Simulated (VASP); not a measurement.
# Ba3SbP (P1) in VASP: notebook

The runs below take Ba3SbP through single point, with PBEsol.

Program: VASP 6.6.1. These are calculated values, not measurements. Logs are shortened: lines on timing, memory, paths and dates and some standing lists are left out, and cuts for length are marked.

## (1) The cell of the first run

The typed cell holds 5 atoms: a = 6.132 Å, b = 6.046 Å, c = 6.010 Å, α = 88.69°, β = 90.41°, γ = 91.06°.

## (2) Single point, PBEsol

Contents of INCAR:

```
PREC     = Accurate       # precision mode
ENCUT    = 520            # plane-wave cutoff, eV
EDIFF    = 1E-7           # SCF threshold, eV
ISMEAR   = 0              # smearing method
SIGMA    = 0.01           # smearing width, eV
LREAL    = False          # projectors in reciprocal space
LASPH    = True           # aspherical terms in the spheres
NELM     = 60             # most SCF steps
ALGO     = Normal         # electronic algorithm
ISIF     = 2              # what is computed and relaxed
LWAVE    = False          # write WAVECAR
LCHARG   = False          # write CHGCAR
GGA      = PS             # functional
NBANDS   = 28             # bands
```

Contents of KPOINTS:

```
Automatic mesh
0
Gamma
  2 2 2
```

Contents of POSCAR:

```
Ba3SbP
1.0
    6.1312500000     -0.0563700000     -0.0213600000
   -0.0563700000      6.0451400000      0.0685800000
   -0.0213600000      0.0685800000      6.0096700000
Ba Sb P
3 1 1
Direct
    0.9956657658      0.4999326780      0.4937301241
    0.5029600000      0.9957200000      0.5031200000
    0.4998000000      0.4980700000      0.0023200000
    0.0021300000      0.9998100000      0.9956200000
    0.4995700000      0.5018200000      0.4924200000
```

Potentials or basis: VASP PAW PBE potentials, release 64 (Ba_sv, Sb, P).

Command:

```console
cat potpaw_PBE.64/Ba_sv/POTCAR potpaw_PBE.64/Sb/POTCAR potpaw_PBE.64/P/POTCAR > POTCAR
mpirun -np 1 vasp_std > vasp.out
```

OUTCAR:

```text
PREC = Accurate
   ENCUT = 520
   EDIFF = 1E-7
   ISMEAR = 0
   LREAL = False
   LASPH = True
   NELM = 60
   ISIF = 2
   GGA = PS

 ion  position               nearest neighbor table
   1  0.996  0.500  0.494-   5 3.04   5 3.09   4 4.21   4 4.22   3 4.22   2 4.25   2 4.28   3 4.29
                             2 4.30   3 4.33   3 4.33   2 4.39
   2  0.503  0.996  0.503-   5 2.99   5 3.06   3 4.20   3 4.23   4 4.24   1 4.25   1 4.28   1 4.30
                             3 4.30   3 4.32   1 4.39
   3  0.500  0.498  0.002-   5 2.95   5 3.06   2 4.20   1 4.22   2 4.23   4 4.25   1 4.29   2 4.30
                             2 4.32   1 4.33   1 4.33
   4  0.002  1.000  0.996-   1 4.21   1 4.22   2 4.24   3 4.25
   5  0.500  0.502  0.492-   3 2.95   2 2.99   1 3.04   2 3.06   3 3.06   1 3.09

  LATTYP: Found a triclinic cell.
 ALAT       =     6.0457917937
 B/A-ratio  =     1.3938887520
 C/A-ratio  =     1.7349524928
 COS(alpha) =     0.0000639566
 COS(beta)  =     0.5785935101
 COS(gamma) =     0.7011672911

  Lattice vectors:

 A1 = (   0.0563700000,  -6.0451400000,  -0.0685800000)
 A2 = (   0.0350100000,  -5.9765600000,   5.9410900000)
 A3 = (  -6.0535200000,  -6.0573500000,  -6.0568900000)

Analysis of symmetry for initial positions (statically):
=====================================================================
 Subroutine PRICEL returns:
 Original cell was already a primitive cell.

 Routine SETGRP: Setting up the symmetry group for a
 triclinic supercell.

 Subroutine GETGRP returns: Found  1 space group operations
 (whereof  1 operations were pure point group operations)
 out of a pool of  2 trial point group operations.

The static configuration has the point symmetry C_1 .

Analysis of symmetry for dynamics (positions and initial velocities):
=====================================================================
 Subroutine PRICEL returns:
 Original cell was already a primitive cell.

 Routine SETGRP: Setting up the symmetry group for a
 triclinic supercell.

 Subroutine GETGRP returns: Found  1 space group operations
 (whereof  1 operations were pure point group operations)
 out of a pool of  2 trial point group operations.

The dynamic configuration has the point symmetry C_1 .

 Subroutine INISYM returns: Found  1 space group operations
 (whereof  1 operations are pure point group operations),
 and found     1 'primitive' translations

----------------------------------------------------------------------------------------

                                     Primitive cell

  volume of cell :     222.6935

  direct lattice vectors                    reciprocal lattice vectors
     6.131250000 -0.056370000 -0.021360000     0.163114764  0.001514639  0.000562470
    -0.056370000  6.045140000  0.068580000     0.001514639  0.165457624 -0.001882754
    -0.021360000  0.068580000  6.009670000     0.000562470 -0.001882754  0.166421972

  length of vectors
     6.131546329  6.045791794  6.010099248     0.163122765  0.165475267  0.166433572

  position of ions in fractional coordinates (direct lattice)
     0.995665766  0.499932678  0.493730124
     0.502960000  0.995720000  0.503120000
     0.499800000  0.498070000  0.002320000
     0.002130000  0.999810000  0.995620000
     0.499570000  0.501820000  0.492420000

  ion indices of the primitive-cell ions
   primitive index   ion index
                 1           1
                 2           2
                 3           3
                 4           4
                 5           5

----------------------------------------------------------------------------------------

 KPOINTS: Automatic mesh

Automatic generation of k-mesh.
 Grid dimensions read from file:
 generate k-points for:    2    2    2

 Generating k-lattice:

  Cartesian coordinates                     Fractional coordinates (reciprocal lattice)
     0.081557382  0.000757320  0.000281235     0.500000000  0.000000000  0.000000000
     0.000757320  0.082728812 -0.000941377     0.000000000  0.500000000  0.000000000
     0.000281235 -0.000941377  0.083210986     0.000000000 -0.000000000  0.500000000

  Length of vectors
     0.081561383  0.082737634  0.083216786

  Shift w.r.t. Gamma in fractional coordinates (k-lattice)
     0.000000000  0.000000000  0.000000000

 Subroutine IBZKPT returns following result:
 ===========================================

 Found      8 irreducible k-points:

 Following reciprocal coordinates:
            Coordinates               Weight
  0.000000  0.000000  0.000000      1.000000
  0.500000 -0.000000 -0.000000      1.000000
 -0.000000  0.500000  0.000000      1.000000
  0.500000  0.500000 -0.000000      1.000000
 -0.000000 -0.000000  0.500000      1.000000
  0.500000 -0.000000  0.500000      1.000000
 -0.000000  0.500000  0.500000      1.000000
  0.500000  0.500000  0.500000      1.000000
   k-points           NKPTS =      8   k-points in BZ     NKDIM =      8   number of bands    NBANDS=     28
   number of dos      NEDOS =    301   number of ions     NIONS =      5
   total plane-waves  NPLWV = 110592
   dimension x,y,z NGX =    48 NGY =   48 NGZ =   48
   dimension x,y,z NGXF=    96 NGYF=   96 NGZF=   96
   ions per type =               3   1   1
   NGX,Y,Z   is equivalent  to a cutoff of  13.01, 13.20, 13.28 a.u.
   NGXF,Y,Z  is equivalent  to a cutoff of  26.03, 26.40, 26.55 a.u.
 SYSTEM =  unknown system
   PREC   = accura    normal or accurate (medium, high low for compatibility)
   ISTART =      0    job   : 0-new  1-cont  2-samecut
   ICHARG =      2    charge: 1-file 2-atom 10-const
   ISPIN  =      1    spin polarized calculation?
   LNONCOLLINEAR =      F non collinear calculations
   LSORBIT =      F    spin-orbit coupling
   LASPH  =      T    aspherical Exc in radial PAW
   ENCUT  =  520.0 eV  38.22 Ry    6.18 a.u.  11.40 11.24 11.17*2*pi/ulx,y,z
   NELM   =     60;   NELMIN=  2; NELMDL= -5     # of ELM steps
   EDIFF  = 0.1E-06   stopping-criterion for ELM
   LREAL  =      F    real-space projection
   EDIFFG = 0.1E-05   stopping-criterion for IOM
   NSW    =      0    number of steps for IOM
   IBRION =     -1    ionic relax: 0-MD 1-quasi-New 2-CG
   NFREE  =      0    steps in history (QN), initial steepest desc. (CG)
   ISIF   =      2    stress and relaxation
   ISYM   =      2    0-nonsym 1-usesym 2-fastsym
   POTIM  = 0.5000    time-step for ionic-motion
   TEBEG  =    0.0;   TEEND  =   0.0 temperature during run
   PSTRESS=    0.0 pullay stress
   NELECT =      40.0000    total number of electrons
   NUPDOWN=      -1.0000    fix difference up-down
   EMIN   =  10.00;   EMAX   =-10.00  energy-range for DOS
   EFERMI =   0.00;   METHOD = LEGACY
   ISMEAR =     0;   SIGMA  =   0.01  broadening in eV -4-tet -1-fermi 0-gaus
   EFERMI_NEDOS =   21; number of points for ismear=-14 and -15
   IALGO  =     38    algorithm
   IMIX   =      4    mixing-type and parameters
     AMIX     =   0.40;   BMIX     =  1.00
     AMIX_MAG =   1.60;   BMIX_MAG =  1.00
  volume/ion in A,a.u.               =      44.54       300.56
  Fermi-wavevector in a.u.,A,eV,Ry     =   0.923689  1.745519 11.608504  0.853201
  Thomas-Fermi vector in A             =   2.049353
   LORBIT       =      0    0 simple, 1 ext, 2 COOP (PROOUT), +10 PAW based schemes
   GGA     = PS    functional components
   LHFCALC =     F    Hartree Fock is set to
   AEXX    =    0.0000 exact exchange contribution
   IVDW    =     0    specifies the selected vdW correction
   LEPSILON=     F    determine dielectric tensor
   LRPA    =     F    only Hartree local field effects (RPA)
 non-spin polarized calculation
 Gauss-broadening in eV      SIGMA  =   0.01
  energy-cutoff  :      520.00
  volume of cell :      222.69
 maximum number of plane-waves:      6010
 NGX is ok and might be reduce to    48
   NGX = 23   NGY = 23   NGZ = 23

 number of electron      39.9999999 magnetization

 Free energy of the ion-electron system (eV)
  ---------------------------------------------------
  ext. energy  EPLUGINS =         0.00000000
  ---------------------------------------------------
  free energy    TOTEN  =       -20.09826724 eV

  energy without entropy =      -20.09826724  energy(sigma->0) =      -20.09826724

 E-fermi :   2.4487     XC(G=0):  -8.0810

 val. band max:        2.4051734994   @ k =   0.0000   0.0000   0.0000
 cond. band min:       2.5064212009   @ k =   0.0000   0.0000   0.0000
 fundamental gap:      0.1012477014
 Fermi energy:         2.4486594293

 k-point     1 :       0.0000    0.0000    0.0000
  band No.  band energies     occupation
      1     -25.9636      2.00000
      2     -25.8911      2.00000
      3     -25.8491      2.00000
      4     -11.4580      2.00000
      5     -11.4092      2.00000
      6     -11.3907      2.00000
[... 20 lines left out ...]
     27       5.3350      0.00000
     28       5.4904      0.00000

 k-point     2 :       0.5000   -0.0000   -0.0000
  band No.  band energies     occupation
      1     -25.9407      2.00000
      2     -25.9125      2.00000
      3     -25.8501      2.00000
      4     -11.3610      2.00000
      5     -11.3219      2.00000
      6     -11.2648      2.00000
[... 20 lines left out ...]
     27       4.7202      0.00000
     28       5.5073      0.00000

 k-point     3 :      -0.0000    0.5000    0.0000
  band No.  band energies     occupation
      1     -25.9485      2.00000
      2     -25.8957      2.00000
      3     -25.8589      2.00000
      4     -11.3453      2.00000
      5     -11.3152      2.00000
      6     -11.2897      2.00000
[... 20 lines left out ...]
     27       4.7353      0.00000
     28       5.5496      0.00000

 k-point     4 :       0.5000    0.5000   -0.0000
  band No.  band energies     occupation
      1     -25.9404      2.00000
      2     -25.8955      2.00000
      3     -25.8665      2.00000
      4     -11.6360      2.00000
      5     -11.3715      2.00000
      6     -11.1946      2.00000
[... 20 lines left out ...]
     27       5.3814      0.00000
     28       5.3846      0.00000

 k-point     5 :      -0.0000   -0.0000    0.5000
  band No.  band energies     occupation
      1     -25.9515      2.00000
      2     -25.8858      2.00000
      3     -25.8658      2.00000
      4     -11.3554      2.00000
      5     -11.3142      2.00000
      6     -11.2827      2.00000
[... 20 lines left out ...]
     27       4.7124      0.00000
     28       5.5622      0.00000

 k-point     6 :       0.5000   -0.0000    0.5000
  band No.  band energies     occupation
      1     -25.9403      2.00000
      2     -25.8962      2.00000
      3     -25.8657      2.00000
      4     -11.6405      2.00000
      5     -11.3699      2.00000
      6     -11.1906      2.00000
[... 20 lines left out ...]
     27       5.3688      0.00000
     28       5.4021      0.00000

 k-point     7 :      -0.0000    0.5000    0.5000
  band No.  band energies     occupation
      1     -25.9409      2.00000
      2     -25.8959      2.00000
      3     -25.8651      2.00000
      4     -11.6654      2.00000
      5     -11.3689      2.00000
      6     -11.2152      2.00000
[... 20 lines left out ...]
     27       5.3445      0.00000
     28       5.4351      0.00000

 k-point     8 :       0.5000    0.5000    0.5000
  band No.  band energies     occupation
      1     -25.9402      2.00000
      2     -25.8956      2.00000
      3     -25.8651      2.00000
      4     -11.9511      2.00000
      5     -11.3786      2.00000
      6     -11.3623      2.00000
[... 20 lines left out ...]
     27       4.7015      0.00000
     28       5.9752      0.00000

------------------------ aborting loop because EDIFF is reached ----------------------------------------

  FORCE on cell =-STRESS in cart. coord.  units (eV):
  Direction    XX          YY          ZZ          XY          YZ          ZX
  --------------------------------------------------------------------------------------
  -------------------------------------------------------------------------------------
  Total       -0.7743115      0.4844330      1.3710095      0.2660370     -0.2864304      0.1146688
  in kB       -5.5708159      3.4852733      9.8637840      1.9140141     -2.0607351      0.8249895
  external PRESSURE =       2.5927472 kB  Pullay stress =       0.0000000 kB

 VOLUME and BASIS-vectors are now :
 -----------------------------------------------------------------------------
  energy-cutoff  :      520.00
  volume of cell :      222.69
      direct lattice vectors                 reciprocal lattice vectors
     6.131250000 -0.056370000 -0.021360000     0.163114764  0.001514639  0.000562470
    -0.056370000  6.045140000  0.068580000     0.001514639  0.165457624 -0.001882754
    -0.021360000  0.068580000  6.009670000     0.000562470 -0.001882754  0.166421972

 POSITION                                       TOTAL-FORCE (eV/Angst)
 -----------------------------------------------------------------------------------
      6.06595      2.99990      2.98017         0.140508     -0.065469      0.089738
      3.01690      6.02542      3.08113        -0.020784      0.092985      0.274759
      3.03627      2.98289      0.03742        -0.072430     -0.125583     -0.173611
     -0.06457      6.11215      6.05187         0.007327      0.049501     -0.111251
      3.02418      3.03918      2.98303        -0.054621      0.048566     -0.079635
 -----------------------------------------------------------------------------------
    total drift:                               -0.000021      0.000038      0.000057

  FREE ENERGIE OF THE ION-ELECTRON SYSTEM (eV)
  ---------------------------------------------------
  free  energy   TOTEN  =       -20.0982672393 eV

  energy  without entropy=      -20.0982672393  energy(sigma->0) =      -20.09826724
```

Wall time 76 s (1 thread of AMD EPYC 7R13, shared host); peak memory 0.31 GiB.

What came out:

| Property | Result |
| --- | --- |
| Free energy | -20.0983 eV |
| Pressure | 0.3 GPa |
| Largest force | 0.291 eV/Å |
| Band gap on the k mesh | 0.10 eV |

Forces on the atoms (eV/Å):
```
Ba   0.141 -0.065  0.090
Ba  -0.021  0.093  0.275
Ba  -0.072 -0.126 -0.174
Sb   0.007  0.050 -0.111
P   -0.055  0.049 -0.080
```

Levels at points of the mesh, in eV from the valence-band top:
```tsv
k point	band 18	band 19	band 20	band 21	band 22	band 23
(0.00, 0.00, 0.00)	-0.11	-0.06	0.00	0.10	0.26	0.31
(0.50, 0.00, 0.00)	-0.80	-0.69	-0.62	0.61	1.24	1.29
(0.00, 0.50, 0.00)	-0.83	-0.81	-0.65	0.62	1.19	1.32
(0.50, 0.50, 0.00)	-1.20	-1.02	-0.96	1.67	1.70	1.83
(0.00, 0.00, 0.50)	-0.84	-0.83	-0.72	0.63	1.19	1.31
(0.50, 0.00, 0.50)	-1.21	-1.03	-1.02	1.67	1.69	1.85
(0.00, 0.50, 0.50)	-1.18	-1.15	-1.06	1.65	1.67	1.89
(0.50, 0.50, 0.50)	-0.88	-0.85	-0.83	1.29	1.47	1.52
```

Caveat: the k points lie up to 0.52 Å⁻¹ apart; semilocal functionals underestimate gaps, and a narrow one can read as zero; the PAW data sets were made with another functional, which shifts forces and pressure a little; spin-orbit coupling is left out, which moves the levels of the heavy elements.

## (3) Single point, PBEsol

This run uses another cell than the first one, of 44.76 Å³/atom.

Contents of INCAR:

```
SYSTEM = Ba3SbP
PREC = Accurate
ENCUT = 520
EDIFF = 1E-6
ISMEAR = 0
SIGMA = 0.01
LREAL = .False.
LASPH = .True.
NELM = 80
ALGO = Normal
ISIF = 2
LWAVE = .False.
LCHARG = .False.
GGA = PS
NBANDS = 28
```

Contents of KPOINTS:

```
Automatic mesh
0
Gamma
  2 2 2
  0 0 0
```

Contents of POSCAR:

```
Ba3SbP
1.0
    6.1414517659     -0.0564637939     -0.0213955408
   -0.0564637939      6.0551984878      0.0686941100
   -0.0213955408      0.0686941100      6.0196694694
Ba Sb P
3 1 1
Direct
    0.9956900000      0.5025800000      0.4937000000
    0.5029600000      0.9957200000      0.5031200000
    0.4998000000      0.4980700000      0.0023200000
    0.0021300000      0.9998100000      0.9956200000
    0.4995700000      0.5018200000      0.4924200000
```

Potentials or basis: VASP PAW PBE potentials, release 64 (Ba_sv, Sb, P).

Command:

```console
cat potpaw_PBE.64/Ba_sv/POTCAR potpaw_PBE.64/Sb/POTCAR potpaw_PBE.64/P/POTCAR > POTCAR
mpirun -np 1 vasp_std > vasp.out
```

Wall time 88 s (1 thread of AMD EPYC 7R13, shared host); peak memory 0.31 GiB.

Results (log left out):

* Free energy: -20.0989 eV
* Pressure: 0.1 GPa
* Largest force: 0.295 eV/Å
* Band gap on the k mesh: 0.10 eV

Forces on the atoms (eV/Å):
```
Ba   0.138 -0.025  0.090
Ba  -0.022  0.122  0.268
Ba  -0.073 -0.121 -0.171
Sb   0.008  0.022 -0.110
P   -0.051  0.002 -0.075
```

Stress tensor (GPa, compression positive):
```
-0.68  0.19  0.08
 0.19  0.21 -0.20
 0.08 -0.20  0.84
```

Levels at points of the mesh, in eV from the valence-band top:
| k point | band 18 | band 19 | band 20 | band 21 | band 22 | band 23 |
| --- | --- | --- | --- | --- | --- | --- |
| (0.00, 0.00, 0.00) | -0.11 | -0.06 | 0.00 | 0.10 | 0.27 | 0.32 |
| (0.50, 0.00, 0.00) | -0.79 | -0.69 | -0.62 | 0.62 | 1.24 | 1.29 |
| (0.00, 0.50, 0.00) | -0.82 | -0.81 | -0.65 | 0.63 | 1.19 | 1.32 |
| (0.50, 0.50, 0.00) | -1.19 | -1.00 | -0.95 | 1.67 | 1.70 | 1.83 |
| (0.00, 0.00, 0.50) | -0.83 | -0.83 | -0.72 | 0.64 | 1.19 | 1.31 |
| (0.50, 0.00, 0.50) | -1.20 | -1.02 | -1.02 | 1.67 | 1.69 | 1.84 |
| (0.00, 0.50, 0.50) | -1.17 | -1.14 | -1.05 | 1.65 | 1.67 | 1.88 |
| (0.50, 0.50, 0.50) | -0.87 | -0.84 | -0.83 | 1.29 | 1.47 | 1.52 |

Caveat: the k points lie up to 0.52 Å⁻¹ apart; semilocal functionals underestimate gaps, and a narrow one can read as zero; the PAW data sets were made with another functional, which shifts forces and pressure a little; spin-orbit coupling is left out, which moves the levels of the heavy elements.
